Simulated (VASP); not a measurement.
# Si17C16 (a cell with a defect) in VASP: relaxation of the atoms with PBE

Aim: the relaxation of the atoms of Si17C16 (a cell with a defect) with PBE.

Program: VASP 6.6.1. These are calculated values, not measurements. Logs are shortened: lines on timing, memory, paths and dates and some standing lists are left out, and cuts for length are marked.

## (1) The cell of the first run

The cell holds a defect, 33 atoms: a = 7.586 Å, b = 7.586 Å, c = 7.586 Å, α = 109.47°, β = 109.47°, γ = 109.47°.

## (2) Relaxation of the atoms, PBE (with an interstitial atom)

The input, INCAR:

```
SYSTEM = Si17C16
PREC = Accurate
ENCUT = 520
EDIFF = 1E-6
ISMEAR = 0
SIGMA = 0.02
LREAL = Auto
LASPH = .True.
NELM = 60
ALGO = Fast
ISIF = 2
LWAVE = .False.
LCHARG = .False.
GGA = PE
IBRION = 2
NSW = 80
EDIFFG = -0.02
KPAR = 2
NCORE = 2
```

The input, KPOINTS:

```
Automatic mesh
0
Gamma
  2 2 2
  0.5 0.5 0.5
```

The input, POSCAR:

```
Si17C16
1.0
    4.3797351800      4.3797351800     -4.3797351800
   -4.3797351800     -4.3797351800     -4.3797351800
   -4.3797351800      4.3797351800      4.3797351800
Si C
17 16
Direct
    0.2500000000      0.5000000000      0.2500000000
    0.5000000000      0.2500000000      0.2500000000
    0.7500000000      0.0000000000      0.2500000000
    0.7500000000      0.5000000000      0.7500000000
    0.0000000000      0.5000000000      0.5000000000
    0.2500000000      0.2500000000      0.5000000000
    0.5000000000      0.0000000000      0.5000000000
    0.7500000000      0.7500000000      0.5000000000
    1.0000000000      0.7500000000      0.2500000000
    0.5000000000      0.5000000000      0.0000000000
    0.7500000000      0.2500000000      0.0000000000
    0.0000000000      0.2500000000      0.7500000000
    0.2500000000      1.0000000000      0.7500000000
    0.5000000000      0.7500000000      0.7500000000
    0.0000000000      0.0000000000      0.0000000000
    0.2500000000      0.7500000000      0.0000000000
   -0.0079822269      0.5155691226     -0.0011567074
    0.2500000000      0.5000000000      0.0000000000
    0.5000000000      0.2500000000      0.0000000000
    0.7500000000      0.0000000000      0.0000000000
    0.7500000000      0.5000000000      0.5000000000
    0.0000000000      0.5000000000      0.2500000000
    0.2500000000      0.2500000000      0.2500000000
    0.5000000000      0.0000000000      0.2500000000
    0.7500000000      0.7500000000      0.2500000000
    0.0000000000      0.7500000000      0.0000000000
    0.5000000000      0.5000000000      0.7500000000
    0.7500000000      0.2500000000      0.7500000000
    0.0000000000      0.2500000000      0.5000000000
    0.2500000000      0.0000000000      0.5000000000
    0.5000000000      0.7500000000      0.5000000000
    0.0000000000      0.0000000000      0.7500000000
    0.2500000000      0.7500000000      0.7500000000
```

Potentials or basis: VASP PAW PBE potentials, release 64 (Si, C).

Started as:

```bash
$ cat potpaw_PBE.64/Si/POTCAR potpaw_PBE.64/C/POTCAR > POTCAR
$ mpirun -np 4 vasp_std > vasp.out
```

OUTCAR:

```text
SYSTEM = Si17C16
   PREC = Accurate
   ENCUT = 520
   EDIFF = 1E-6
   ISMEAR = 0
   LREAL = Auto
   LASPH = .True.
   NELM = 60
   ISIF = 2
   GGA = PE
   IBRION = 2
   NSW = 80
   EDIFFG = -0.02

 ion  position               nearest neighbor table
   1  0.250  0.500  0.250-  18 1.90  22 1.90  23 1.90  31 1.90  17 2.30   8 3.10   7 3.10  15 3.10
                            11 3.10   6 3.10   2 3.10   5 3.10   9 3.10  10 3.10  12 3.10  14 3.10
   2  0.500  0.250  0.250-  19 1.90  21 1.90  23 1.90  24 1.90   5 3.10   8 3.10  16 3.10  15 3.10
                            11 3.10   4 3.10   1 3.10   6 3.10   7 3.10  13 3.10   3 3.10  10 3.10
   3  0.750  0.000  0.250-  20 1.90  24 1.90  25 1.90  29 1.90   5 3.10   6 3.10  10 3.10  16 3.10
                            15 3.10   2 3.10   7 3.10   8 3.10   9 3.10  14 3.10  11 3.10  12 3.10
   4  0.750  0.500  0.750-  21 1.90  26 1.90  27 1.90  28 1.90  17 2.08  16 3.10  15 3.10   7 3.10
                             6 3.10   9 3.10  10 3.10  11 3.10  12 3.10  14 3.10   2 3.10   5 3.10
   5  0.000  0.500  0.500-  21 1.90  22 1.90  29 1.90  33 1.90  13 3.10  14 3.10   3 3.10   2 3.10
                            16 3.10   6 3.10   8 3.10   9 3.10  12 3.10  11 3.10   1 3.10   4 3.10
   6  0.250  0.250  0.500-  23 1.90  27 1.90  29 1.90  30 1.90   4 3.10  14 3.10   9 3.10   3 3.10
                             2 3.10   1 3.10   5 3.10   7 3.10  10 3.10  15 3.10  12 3.10  13 3.10
   7  0.500  0.000  0.500-  24 1.90  28 1.90  30 1.90  31 1.90   4 3.10  12 3.10   1 3.10   9 3.10
                            14 3.10   2 3.10   6 3.10   8 3.10  11 3.10  16 3.10   3 3.10  13 3.10
   8  0.750  0.750  0.500-  21 1.90  25 1.90  31 1.90  32 1.90  12 3.10  13 3.10   2 3.10   1 3.10
                            15 3.10   5 3.10   7 3.10   9 3.10   3 3.10  10 3.10   4 3.10  14 3.10
   9  0.000  0.750  0.250-  22 1.90  25 1.90  26 1.90  30 1.90  17 2.09   7 3.10   6 3.10  11 3.10
[... 19 lines left out ...]
  20  0.750  0.000  0.000-   3 1.90  11 1.90  14 1.90  15 1.90
  21  0.750  0.500  0.500-   2 1.90   4 1.90   5 1.90   8 1.90
  22  0.000  0.500  0.250-   1 1.90   5 1.90   9 1.90  11 1.90  17 1.93
  23  0.250  0.250  0.250-   1 1.90   2 1.90   6 1.90  15 1.90
  24  0.500  0.000  0.250-   2 1.90   3 1.90   7 1.90  16 1.90
  25  0.750  0.750  0.250-   3 1.90   8 1.90   9 1.90  10 1.90
  26  0.000  0.750  0.000-  17 1.76   9 1.90  15 1.90  16 1.90   4 1.90
  27  0.500  0.500  0.750-   4 1.90   6 1.90  10 1.90  14 1.90
  28  0.750  0.250  0.750-   4 1.90   7 1.90  11 1.90  12 1.90  17 1.92
  29  0.000  0.250  0.500-   3 1.90   5 1.90   6 1.90  12 1.90
  30  0.250  0.000  0.500-   6 1.90   7 1.90   9 1.90  13 1.90
  31  0.500  0.750  0.500-   1 1.90   7 1.90   8 1.90  14 1.90
  32  0.000  0.000  0.750-   8 1.90  12 1.90  13 1.90  15 1.90
  33  0.250  0.750  0.750-   5 1.90  13 1.90  14 1.90  16 1.90

  LATTYP: Found a body centered cubic cell.
 ALAT       =     8.7594703600

  Lattice vectors:

 A1 = (   4.3797351800,   4.3797351800,  -4.3797351800)
 A2 = (  -4.3797351800,  -4.3797351800,  -4.3797351800)
 A3 = (  -4.3797351800,   4.3797351800,   4.3797351800)

Analysis of symmetry for initial positions (statically):
=====================================================================
 Subroutine PRICEL returns:
 Original cell was already a primitive cell.

 Routine SETGRP: Setting up the symmetry group for a
 body centered cubic supercell.

 Subroutine GETGRP returns: Found  1 space group operations
 (whereof  1 operations were pure point group operations)
 out of a pool of 48 trial point group operations.

The static configuration has the point symmetry C_1 .

Analysis of symmetry for dynamics (positions and initial velocities):
=====================================================================
 Subroutine PRICEL returns:
 Original cell was already a primitive cell.

 Routine SETGRP: Setting up the symmetry group for a
 body centered cubic supercell.

 Subroutine GETGRP returns: Found  1 space group operations
 (whereof  1 operations were pure point group operations)
 out of a pool of 48 trial point group operations.

The dynamic configuration has the point symmetry C_1 .

 Subroutine INISYM returns: Found  1 space group operations
 (whereof  1 operations are pure point group operations),
 and found     1 'primitive' translations

----------------------------------------------------------------------------------------

                                     Primitive cell

  volume of cell :     336.0497

  direct lattice vectors                    reciprocal lattice vectors
     4.379735180  4.379735180 -4.379735180     0.000000000  0.114162154 -0.114162154
    -4.379735180 -4.379735180 -4.379735180    -0.114162154  0.000000000 -0.114162154
    -4.379735180  4.379735180  4.379735180    -0.114162154  0.114162154  0.000000000

[... 105 lines left out ...]
  0.250000  0.250000 -0.250000      2.000000
   k-points           NKPTS =      4   k-points in BZ     NKDIM =      4   number of bands    NBANDS=     83
   number of dos      NEDOS =    301   number of ions     NIONS =     33
   total plane-waves  NPLWV = 175616
   dimension x,y,z NGX =    56 NGY =   56 NGZ =   56
   dimension x,y,z NGXF=   112 NGYF=  112 NGZF=  112
   ions per type =              17  16
   NGX,Y,Z   is equivalent  to a cutoff of  12.27, 12.27, 12.27 a.u.
   NGXF,Y,Z  is equivalent  to a cutoff of  24.54, 24.54, 24.54 a.u.
 SYSTEM =  Si17C16
   PREC   = accura    normal or accurate (medium, high low for compatibility)
   ISTART =      0    job   : 0-new  1-cont  2-samecut
   ICHARG =      2    charge: 1-file 2-atom 10-const
   ISPIN  =      1    spin polarized calculation?
   LNONCOLLINEAR =      F non collinear calculations
   LSORBIT =      F    spin-orbit coupling
   LASPH  =      T    aspherical Exc in radial PAW
   ENCUT  =  520.0 eV  38.22 Ry    6.18 a.u.  14.10 14.10 14.10*2*pi/ulx,y,z
   NELM   =     60;   NELMIN=  2; NELMDL= -5     # of ELM steps
   EDIFF  = 0.1E-05   stopping-criterion for ELM
   LREAL  =      T    real-space projection
   EDIFFG = -.2E-01   stopping-criterion for IOM
   NSW    =     80    number of steps for IOM
   IBRION =      2    ionic relax: 0-MD 1-quasi-New 2-CG
   NFREE  =      1    steps in history (QN), initial steepest desc. (CG)
   ISIF   =      2    stress and relaxation
   ISYM   =      2    0-nonsym 1-usesym 2-fastsym
   POTIM  = 0.5000    time-step for ionic-motion
   TEBEG  =    0.0;   TEEND  =   0.0 temperature during run
   PSTRESS=    0.0 pullay stress
   NELECT =     132.0000    total number of electrons
   NUPDOWN=      -1.0000    fix difference up-down
   EMIN   =  10.00;   EMAX   =-10.00  energy-range for DOS
   EFERMI =   0.00;   METHOD = LEGACY
   ISMEAR =     0;   SIGMA  =   0.02  broadening in eV -4-tet -1-fermi 0-gaus
   EFERMI_NEDOS =   21; number of points for ismear=-14 and -15
   IALGO  =     68    algorithm
   IMIX   =      4    mixing-type and parameters
     AMIX     =   0.40;   BMIX     =  1.00
     AMIX_MAG =   1.60;   BMIX_MAG =  1.00
  volume/ion in A,a.u.               =      10.18        68.72
  Fermi-wavevector in a.u.,A,eV,Ry     =   1.198942  2.265672 19.557867  1.437463
  Thomas-Fermi vector in A             =   2.334818
   LORBIT       =      0    0 simple, 1 ext, 2 COOP (PROOUT), +10 PAW based schemes
   GGA     = PE    functional components
   LHFCALC =     F    Hartree Fock is set to
   AEXX    =    0.0000 exact exchange contribution
   IVDW    =     0    specifies the selected vdW correction
   LEPSILON=     F    determine dielectric tensor
   LRPA    =     F    only Hartree local field effects (RPA)
 conjugate gradient relaxation of ions
 non-spin polarized calculation
 RMM-DIIS sequential band-by-band and
 Gauss-broadening in eV      SIGMA  =   0.02
  energy-cutoff  :      520.00
  volume of cell :      336.05
 maximum number of plane-waves:      9092
   NGX = 29   NGY = 29   NGZ = 29

--------------------------------------- Ionic step        1  -------------------------------------------

 number of electron     131.9999987 magnetization

 Free energy of the ion-electron system (eV)
  ---------------------------------------------------
  ext. energy  EPLUGINS =         0.00000000
  ---------------------------------------------------
  free energy    TOTEN  =      -233.81181758 eV

  energy without entropy =     -233.80510664  energy(sigma->0) =     -233.80846211

------------------------ aborting loop because EDIFF is reached ----------------------------------------

  FORCE on cell =-STRESS in cart. coord.  units (eV):
  Direction    XX          YY          ZZ          XY          YZ          ZX
  --------------------------------------------------------------------------------------
  -------------------------------------------------------------------------------------
  Total       18.1251587     18.1419778     15.8827141      1.1062660      1.5471982      1.6290167
  in kB       86.4149440     86.4951325     75.7236872      5.2743216      7.3765451      7.7666294
  external PRESSURE =      82.8779212 kB  Pullay stress =       0.0000000 kB
[... 182 lines left out ...]
  FREE ENERGIE OF THE ION-ELECTRON SYSTEM (eV)
  ---------------------------------------------------
  free  energy   TOTEN  =      -236.0118303926 eV

  energy  without entropy=     -236.0013135408  energy(sigma->0) =     -236.00657197

[... ionic steps 4 to 15 ...]

--------------------------------------- Ionic step       16  -------------------------------------------

 number of electron     131.9999997 magnetization

------------------------ aborting loop because EDIFF is reached ----------------------------------------
[... 129 lines left out ...]
--------------------------------------- Ionic step       18  -------------------------------------------

 number of electron     131.9999997 magnetization

 Free energy of the ion-electron system (eV)
  ---------------------------------------------------
  ext. energy  EPLUGINS =         0.00000000
  ---------------------------------------------------
  free energy    TOTEN  =      -236.53638386 eV

  energy without entropy =     -236.52736014  energy(sigma->0) =     -236.53187200

 E-fermi :  11.0089     XC(G=0): -11.5035

 val. band max:       11.0081646634   @ k =   0.2500   0.2500  -0.2500
 cond. band min:      11.0168472464   @ k =   0.2500  -0.2500   0.2500
 fundamental gap:      0.0086825830
 Fermi energy:        11.0088503183

 k-point     1 :       0.2500    0.2500    0.2500
  band No.  band energies     occupation
      1      -7.3408      2.00000
      2      -5.9308      2.00000
      3      -5.9045      2.00000
      4      -5.8986      2.00000
      5      -3.9452      2.00000
      6      -3.9184      2.00000
[... 313 lines left out ...]
     77      13.3983      0.00000
     78      13.6682      0.00000
 [bands above 78 left out]

------------------------ aborting loop because EDIFF is reached ----------------------------------------

  FORCE on cell =-STRESS in cart. coord.  units (eV):
  Direction    XX          YY          ZZ          XY          YZ          ZX
  --------------------------------------------------------------------------------------
  -------------------------------------------------------------------------------------
  Total       12.3475161     12.3680224     13.4147369      0.1722753      0.3962467      0.3972741
  in kB       58.8689969     58.9667647     63.9571638      0.8213532      1.8891773      1.8940755
  external PRESSURE =      60.5976418 kB  Pullay stress =       0.0000000 kB
[... 48 lines left out ...]
  FREE ENERGIE OF THE ION-ELECTRON SYSTEM (eV)
  ---------------------------------------------------
  free  energy   TOTEN  =      -236.5363838595 eV

  energy  without entropy=     -236.5273601406  energy(sigma->0) =     -236.53187200

 reached required accuracy - stopping structural energy minimisation
```

It took 13 min on 4 MPI ranks of Oxide Virtual Turin-like, shared host; peak memory 0.3 GiB.

What came out:

```
Free energy                  : -236.5364 eV
Energy gained by relaxing    : 82.6 meV/atom
Ionic steps                  : 18
Pressure after relaxing      : 6.1 GPa
Largest force after relaxing : 0.013 eV/Å
Band gap on the k mesh       : zero (bands 66 and 67 overlap by 0.24 eV)
```

Forces on the atoms (eV/Å):
```
Si   0.006 -0.002 -0.006
Si   0.001  0.000  0.003
Si   0.002  0.001 -0.005
Si  -0.008 -0.001  0.000
Si   0.003 -0.002  0.004
Si   0.005 -0.003  0.010
Si  -0.002  0.004  0.004
Si  -0.003  0.004  0.009
Si   0.000 -0.007  0.000
Si   0.005  0.006  0.001
Si  -0.005 -0.005 -0.008
Si  -0.001  0.006 -0.007
Si   0.001  0.002  0.003
Si   0.001  0.003 -0.006
Si   0.003  0.004  0.009
Si   0.000  0.000 -0.004
Si  -0.002 -0.002 -0.005
C    0.002  0.003  0.001
C    0.006  0.006  0.000
C   -0.002 -0.003  0.000
C   -0.001 -0.003  0.004
C    0.005 -0.004 -0.007
C   -0.004 -0.002 -0.002
C    0.002 -0.003  0.000
C   -0.004  0.002 -0.003
C   -0.007 -0.007 -0.008
C    0.002 -0.002 -0.003
C   -0.003  0.005 -0.006
C    0.002  0.003  0.009
C   -0.002 -0.002  0.004
C    0.004  0.002  0.009
C    0.000 -0.004 -0.001
C   -0.005  0.003  0.001
```

Stress tensor (GPa, compression positive):
```
5.89 0.08 0.19
0.08 5.90 0.19
0.19 0.19 6.40
```

The path:
```tsv
step	energy change (eV)	largest force (eV/Å)	pressure (GPa)
1	0.0000	5.6810	8.29
2	-1.5380	3.9829	7.27
3	-2.2000	2.5367	6.53
4	-2.5804	1.4706	6.35
5	-2.6270	0.6531	6.27
6	-2.6991	0.3509	6.15
7	-2.7000	0.3566	6.16
8	-2.7153	0.1367	6.10
9	-2.7178	0.1678	6.08
10	-2.7220	0.1231	6.06
11	-2.7220	0.1244	6.06
12	-2.7229	0.0549	6.06
13	-2.7230	0.0705	6.06
14	-2.7238	0.0384	6.06
15	-2.7240	0.0372	6.06
16	-2.7244	0.0300	6.06
17	-2.7244	0.0313	6.05
18	-2.7246	0.0132	6.06
```

Final structure:
```yaml
crystal:
  lattice:
    - [4.37974, 4.37974, -4.37974]
    - [-4.37974, -4.37974, -4.37974]
    - [-4.37974, 4.37974, 4.37974]
  atoms:
    - { symbol: Si, position: [0.27110, 0.50069, 0.27220] }
    - { symbol: Si, position: [0.49960, 0.25012, 0.24910] }
    - { symbol: Si, position: [0.75060, 0.00097, 0.25079] }
    - { symbol: Si, position: [0.73026, 0.50316, 0.73043] }
    - { symbol: Si, position: [0.00003, 0.49968, 0.50308] }
    - { symbol: Si, position: [0.24917, 0.25046, 0.49988] }
    - { symbol: Si, position: [0.49690, 0.99656, 0.49683] }
    - { symbol: Si, position: [0.74925, 0.75054, 0.50006] }
    - { symbol: Si, position: [0.99979, 0.77270, 0.26951] }
    - { symbol: Si, position: [0.50275, 0.49969, 0.99996] }
    - { symbol: Si, position: [0.72804, 0.22892, 0.99997] }
    - { symbol: Si, position: [0.99886, 0.22847, 0.72774] }
    - { symbol: Si, position: [0.25045, 0.00100, 0.75082] }
    - { symbol: Si, position: [0.49977, 0.75014, 0.74914] }
    - { symbol: Si, position: [0.00005, 0.00266, 0.99996] }
    - { symbol: Si, position: [0.26913, 0.77327, 0.99996] }
    - { symbol: Si, position: [0.99956, 0.50133, 0.00000] }
    - { symbol: C, position: [0.24328, 0.49994, 0.99995] }
    - { symbol: C, position: [0.49339, 0.25022, 0.99996] }
    - { symbol: C, position: [0.74936, 0.99367, 0.99996] }
    - { symbol: C, position: [0.74927, 0.50017, 0.49338] }
    - { symbol: C, position: [0.99974, 0.49983, 0.24397] }
    - { symbol: C, position: [0.25025, 0.24423, 0.25035] }
    - { symbol: C, position: [0.50646, 0.00672, 0.25600] }
    - { symbol: C, position: [0.74377, 0.75060, 0.25045] }
    - { symbol: C, position: [0.99987, 0.74578, 0.99996] }
    - { symbol: C, position: [0.49329, 0.50011, 0.74948] }
    - { symbol: C, position: [0.75575, 0.25586, 0.75599] }
    - { symbol: C, position: [0.99991, 0.25023, 0.49365] }
    - { symbol: C, position: [0.25586, 0.00676, 0.50655] }
    - { symbol: C, position: [0.50623, 0.75655, 0.50628] }
    - { symbol: C, position: [0.99986, 0.99386, 0.74957] }
    - { symbol: C, position: [0.25041, 0.75067, 0.74391] }
```

Caveat: the k points lie up to 0.51 Å⁻¹ apart; the cell differs from its parent crystal (with an interstitial atom).
